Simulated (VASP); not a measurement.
Crystal: SrCl2.

```
CELL_PARAMETERS angstrom
2.08574 1.20420 6.13505
-2.08574 1.20420 6.13505
0.00000 -2.40841 6.13505
ATOMIC_POSITIONS crystal
Sr 0.00020 0.00020 0.00020
Cl 0.42277 0.42277 0.42277
Cl 0.24369 0.24369 0.24369
```

Base run:

| Quantity | Value |
| --- | --- |
| Program | VASP 6.6.1 |
| Functional | r2SCAN |
| Potentials or basis | VASP PAW PBE potentials, release 64 (Sr_sv, Cl) |
| Cutoff | 520 eV |
| k mesh | 6 × 6 × 6 |
| Occupations | gaussian, width 0.01 eV |
| Spin | no spin polarisation |

Its results: band gap on the k mesh 4.88 eV, direct; pressure 0.7 GPa; largest force 0.008 eV/Å.

Question: The run is repeated on the same cell with these changes: functional from r2SCAN to PBE. What comes out?

Answer: Band gap on the k mesh 4.35 eV, direct; pressure 1.3 GPa; largest force 0.004 eV/Å.

r2SCAN gives the wider gap, since meta-GGAs in the generalised Kohn-Sham scheme recover part of the derivative discontinuity.

Caveats: the PAW data sets were made with another functional, which shifts forces and pressure a little (some runs).

A k mesh can miss the band edges.
